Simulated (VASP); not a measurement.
# Al in VASP: single point with PBE

Aim: the single point of Al with PBE.

All numbers are computed with VASP 6.6.1; they aren't measurements. Logs are shortened: lines on timing, memory, paths and dates and some standing lists are left out, and cuts for length are marked.

## 1. The cell of the first run

The cell holds a slab with vacuum, 13 atoms: a = 5.714 Å, b = 5.714 Å, c = 19.675 Å, α = 90.00°, β = 90.00°, γ = 90.00°.

## 2. Single point, PBE

Input file INCAR:

```
SYSTEM = Al
PREC = Accurate
ENCUT = 520
EDIFF = 1E-6
ISMEAR = 0
SIGMA = 0.1
LREAL = .False.
LASPH = .True.
NELM = 100
ALGO = Normal
ISIF = 2
LWAVE = .False.
LCHARG = .True.
LDIPOL = .True.
IDIPOL = 3
DIPOL = 0.5 0.5 0.327
GGA = PE
LELF = .True.
LVHAR = .True.
LVACPOTAV = .True.
NBANDS = 32
```

Input file KPOINTS:

```
regular mesh
0
Gamma
  5 5 1
  0 0 0
```

Input file POSCAR:

```
Al
1.0
    5.7135165838      0.0000000000      0.0000000000
    0.0000000000      5.7135165838      0.0000000000
    0.0000000000      0.0000000000     19.6746954281
Al
13
Direct
    0.2500000000      0.2500000000      0.2033068321
    0.2500000000      0.7500000000      0.2033068321
    0.7500000000      0.2500000000      0.2033068321
    0.7500000000      0.7500000000      0.2033068321
    0.0000000000      0.0000000000      0.3092728605
    0.0000000000      0.5000000000      0.3092728605
    0.5000000000      0.0000000000      0.3092728605
    0.5000000000      0.5000000000      0.3092728605
    0.2500000000      0.2500000000      0.4154928577
    0.2500000000      0.7500000000      0.4154928577
    0.7500000000      0.2500000000      0.4154928577
    0.7500000000      0.7500000000      0.4154928577
    0.3333333333      0.4166666667      0.5365591377
```

Potentials or basis: VASP PAW PBE potentials, release 64 (Al).

Command:

```sh
cat potpaw_PBE.64/Al/POTCAR > POTCAR
mpirun -np 1 vasp_std > vasp.out
```

OUTCAR:

```text
SYSTEM = Al
   PREC = Accurate
   ENCUT = 520
   EDIFF = 1E-6
   ISMEAR = 0
   LREAL = .False.
   LASPH = .True.
   NELM = 100
   ISIF = 2
   GGA = PE

 ion  position               nearest neighbor table
   1  0.250  0.250  0.203-   2 2.86   3 2.86   2 2.86   3 2.86   7 2.90   8 2.90   5 2.90   6 2.90

   2  0.250  0.750  0.203-   1 2.86   4 2.86   1 2.86   4 2.86   7 2.90   8 2.90   5 2.90   6 2.90

   3  0.750  0.250  0.203-   1 2.86   4 2.86   4 2.86   1 2.86   7 2.90   8 2.90   5 2.90   6 2.90
[... 4 lines left out ...]
                            11 2.91  12 2.91   9 2.91  10 2.91
   6  0.000  0.500  0.309-   5 2.86   8 2.86   5 2.86   8 2.86   1 2.90   2 2.90   3 2.90   4 2.90
                            11 2.91  12 2.91   9 2.91  10 2.91
   7  0.500  0.000  0.309-   5 2.86   8 2.86   8 2.86   5 2.86   1 2.90   2 2.90   3 2.90   4 2.90
                            11 2.91  12 2.91   9 2.91  10 2.91
   8  0.500  0.500  0.309-   6 2.86   7 2.86   7 2.86   6 2.86   1 2.90   2 2.90   3 2.90   4 2.90
                            11 2.91  12 2.91   9 2.91  10 2.91
   9  0.250  0.250  0.415-  13 2.61  11 2.86  10 2.86  10 2.86  11 2.86   6 2.91   7 2.91   8 2.91
                             5 2.91
  10  0.250  0.750  0.415-   9 2.86  12 2.86   9 2.86  12 2.86   5 2.91   6 2.91   7 2.91   8 2.91
                            13 3.09
  11  0.750  0.250  0.415-   9 2.86  12 2.86  12 2.86   9 2.86   5 2.91   6 2.91   7 2.91   8 2.91

  12  0.750  0.750  0.415-  10 2.86  11 2.86  11 2.86  10 2.86   5 2.91   6 2.91   7 2.91   8 2.91

  13  0.333  0.417  0.537-   9 2.61  10 3.09

  LATTYP: Found a simple tetragonal cell.
 ALAT       =     5.7135165838
 C/A-ratio  =     3.4435351923

  Lattice vectors:

 A1 = (   5.7135165838,   0.0000000000,   0.0000000000)
 A2 = (   0.0000000000,   5.7135165838,   0.0000000000)
 A3 = (   0.0000000000,   0.0000000000,  19.6746954281)

Analysis of symmetry for initial positions (statically):
=====================================================================
 Subroutine PRICEL returns:
 Original cell was already a primitive cell.

 Routine SETGRP: Setting up the symmetry group for a
 simple tetragonal supercell.

 Subroutine GETGRP returns: Found  1 space group operations
 (whereof  1 operations were pure point group operations)
 out of a pool of 16 trial point group operations.

The static configuration has the point symmetry C_1 .

Analysis of symmetry for dynamics (positions and initial velocities):
=====================================================================
 Subroutine PRICEL returns:
 Original cell was already a primitive cell.

 Routine SETGRP: Setting up the symmetry group for a
[... 137 lines left out ...]
  volume/ion in A,a.u.               =      49.41       333.40
  Fermi-wavevector in a.u.,A,eV,Ry     =   0.643465  1.215972  5.633448  0.414047
  Thomas-Fermi vector in A             =   1.710473
   LORBIT       =      0    0 simple, 1 ext, 2 COOP (PROOUT), +10 PAW based schemes
   GGA     = PE    functional components
   LHFCALC =     F    Hartree Fock is set to
   AEXX    =    0.0000 exact exchange contribution
   IVDW    =     0    specifies the selected vdW correction
   LEPSILON=     F    determine dielectric tensor
   LRPA    =     F    only Hartree local field effects (RPA)
 non-spin polarized calculation
 Gauss-broadening in eV      SIGMA  =   0.10
  energy-cutoff  :      520.00
  volume of cell :      642.27
 maximum number of plane-waves:     17320
   NGX = 21   NGY = 21   NGZ = 73

 dipolmoment           0.000000      0.000000      0.137454 electrons x Angstroem

 number of electron      38.9999999 magnetization

 dipolmoment           0.000000      0.000000     -0.021512 electrons x Angstroem

 Free energy of the ion-electron system (eV)
  ---------------------------------------------------
  ext. energy  EPLUGINS =         0.00000000
  ---------------------------------------------------
  free energy    TOTEN  =       -43.89813342 eV

  energy without entropy =      -43.88870285  energy(sigma->0) =      -43.89341814

 E-fermi :  -0.0795     XC(G=0):  -4.6503

 val. band max:       -0.1735395316   @ k =   0.0000   0.0000   0.0000
 cond. band min:       0.0000031661   @ k =  -0.2000   0.2000   0.0000
 fundamental gap:      0.1735426977
 Fermi energy:        -0.0794804001

 k-point     1 :       0.0000    0.0000    0.0000
  band No.  band energies     occupation
      1     -10.2799      2.00000
      2      -8.2689      2.00000
      3      -5.9873      2.00000
      4      -5.8798      2.00000
      5      -5.7989      2.00000
      6      -5.7555      2.00000
[... 431 lines left out ...]
     30       2.6298      0.00000
     31       2.7808      0.00000
 [bands above 31 left out]

------------------------ aborting loop because EDIFF is reached ----------------------------------------

  FORCE on cell =-STRESS in cart. coord.  units (eV):
  Direction    XX          YY          ZZ          XY          YZ          ZX
  --------------------------------------------------------------------------------------
  -------------------------------------------------------------------------------------
  Total       -8.3445041     -8.0784953     -0.2254334      0.0923305      0.9493555      0.6827653
  in kB      -20.8159441    -20.1523667     -0.5623593      0.2303249      2.3682332      1.7032053
  external PRESSURE =     -13.8435567 kB  Pullay stress =       0.0000000 kB

 VOLUME and BASIS-vectors are now :
 -----------------------------------------------------------------------------
  energy-cutoff  :      520.00
  volume of cell :      642.27
      direct lattice vectors                 reciprocal lattice vectors
     5.713516584  0.000000000  0.000000000     0.175023558  0.000000000  0.000000000
     0.000000000  5.713516584  0.000000000     0.000000000  0.175023558  0.000000000
     0.000000000  0.000000000 19.674695428     0.000000000  0.000000000  0.050826708

 POSITION                                       TOTAL-FORCE (eV/Angst)
 -----------------------------------------------------------------------------------
      1.42838      1.42838      4.00000        -0.011422     -0.059100      0.004923
      1.42838      4.28514      4.00000         0.029455      0.068570     -0.016985
      4.28514      1.42838      4.00000         0.020083      0.081005     -0.037001
      4.28514      4.28514      4.00000        -0.020981     -0.072748     -0.011189
      0.00000      0.00000      6.08485         0.055948      0.018395      0.059755
      0.00000      2.85676      6.08485        -0.047945     -0.022988      0.056905
      2.85676      0.00000      6.08485        -0.049416     -0.020607      0.083671
      2.85676      2.85676      6.08485         0.013586     -0.008535      0.018876
      1.42838      1.42838      8.17470        -0.178405     -0.346305     -0.636210
      1.42838      4.28514      8.17470         0.002850     -0.028140      0.180033
      4.28514      1.42838      8.17470        -0.060080      0.054610      0.185250
      4.28514      4.28514      8.17470        -0.046022     -0.064483      0.114322
      1.90451      2.38063     10.55664         0.292348      0.400327     -0.002350
 -----------------------------------------------------------------------------------
    total drift:                                0.000014      0.000013      0.000034

  FREE ENERGIE OF THE ION-ELECTRON SYSTEM (eV)
  ---------------------------------------------------
  free  energy   TOTEN  =       -43.8981334215 eV

  energy  without entropy=      -43.8887028520  energy(sigma->0) =      -43.89341814

 vacuum level on the upper side and lower side of the slab         4.153         4.272
```

OSZICAR:

```text
N       E                     dE             d eps       ncg     rms          rms(c)
DAV:   1     0.117674245276E+03    0.11767E+03   -0.11271E+04   832   0.842E+02
DAV:   2    -0.371437460215E+02   -0.15482E+03   -0.14878E+03  1104   0.138E+02
DAV:   3    -0.455513931213E+02   -0.84076E+01   -0.81805E+01  1048   0.317E+01
[... 17 lines left out ...]
DAV:  21    -0.438981231063E+02   -0.14691E-04   -0.16014E-06   816   0.302E-03    0.127E-03
DAV:  22    -0.438981288471E+02   -0.57409E-05   -0.57357E-07   720   0.221E-03    0.686E-04
DAV:  23    -0.438981322609E+02   -0.34138E-05   -0.46508E-07   760   0.180E-03    0.322E-04
DAV:  24    -0.438981332937E+02   -0.10328E-05   -0.16770E-07   624   0.125E-03    0.328E-04
DAV:  25    -0.438981334215E+02   -0.12773E-06   -0.33929E-08   640   0.790E-04
   1 F= -.43898133E+02 E0= -.43893418E+02  d E =-.943057E-02
```

stdout:

```text
POSCAR found type information on POSCAR Al
 POSCAR found :  1 types and      13 ions
 scaLAPACK will be used
 LDA part: xc-table for (Slater+PW92), standard interpolation
 POSCAR, INCAR and KPOINTS ok, starting setup
 FFT: planning ... GRIDC
 FFT: planning ... GRID_SOFT
 FFT: planning ... GRID
 WAVECAR not read
 entering main loop
 -----------------------------------------------------------------------------
|                                                                             |
|           W    W    AA    RRRRR   N    N  II  N    N   GGGG   !!!           |
|           W    W   A  A   R    R  NN   N  II  NN   N  G    G  !!!           |
|           W    W  A    A  R    R  N N  N  II  N N  N  G       !!!           |
|           W WW W  AAAAAA  RRRRR   N  N N  II  N  N N  G  GGG   !            |
|           WW  WW  A    A  R   R   N   NN  II  N   NN  G    G                |
|           W    W  A    A  R    R  N    N  II  N    N   GGGG   !!!           |
|                                                                             |
|     Did not find any points to average over, which means that no vacuum     |
|     field-free region was found. Please increase the size of  your cell     |
|     in the dimension of the dipole correction to obtain accurate            |
|     workfunction values.                                                    |
|                                                                             |
 -----------------------------------------------------------------------------
```

It took 7.4 min on 1 thread of Intel Xeon Platinum 8375C at 2.90GHz (Ice Lake), shared host; peak memory 0.62 GiB.

Results:

| Quantity | Value |
| --- | --- |
| Free energy | -43.8981 eV |
| Largest force | 0.746 eV/Å |

Forces on the atoms (eV/Å):
```
Al  -0.011 -0.059  0.005
Al   0.029  0.069 -0.017
Al   0.020  0.081 -0.037
Al  -0.021 -0.073 -0.011
Al   0.056  0.018  0.060
Al  -0.048 -0.023  0.057
Al  -0.049 -0.021  0.084
Al   0.014 -0.009  0.019
Al  -0.178 -0.346 -0.636
Al   0.003 -0.028  0.180
Al  -0.060  0.055  0.185
Al  -0.046 -0.064  0.114
Al   0.292  0.400 -0.002
```
